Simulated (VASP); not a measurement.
Here is a VASP 6.6.1 calculation.

File INCAR:

```
  PREC = Accurate
  ENCUT = 520
  EDIFF = 1E-6
  ISMEAR = -1
  SIGMA = 0.05
  LREAL = F
  LASPH = T
  NELM = 80
  ALGO = Normal
  ISIF = 2
  LWAVE = F
  LCHARG = F
  GGA = PE
  NBANDS = 15
```

File KPOINTS:

```
Automatic mesh
0
Gamma
  15 15 15
```

File POSCAR:

```
ZrC
1.0
    0.0235021000      2.3619610500      2.3619610500
    2.3619610500      0.0235021000      2.3619610500
    2.3619610500      2.3619610500      0.0235021000
Zr C
1 1
Direct
    0.5000000000      0.5000000000      0.5000000000
    0.0000000000      0.0000000000      0.0000000000
```

Potentials or basis: VASP PAW PBE potentials, release 64 (Zr_sv, C).

Command:

```sh
$ cat potpaw_PBE.64/Zr_sv/POTCAR potpaw_PBE.64/C/POTCAR > POTCAR
$ mpirun -np 1 vasp_std > vasp.out
```

Question: Predict the band gap on the k mesh.

Answer: Zero (band 8 reaches 10.58 eV, above the bottom of band 9 at 9.29 eV).

Question: Estimate the pressure.

Answer: 1.4 GPa.

Stress tensor (GPa, compression positive):
```
 1.44 -1.56 -1.56
-1.56  1.44 -1.56
-1.56 -1.56  1.44
```

Caveat: the cell differs from its parent crystal (equal xy, yz and zx shear strains of +1 %).
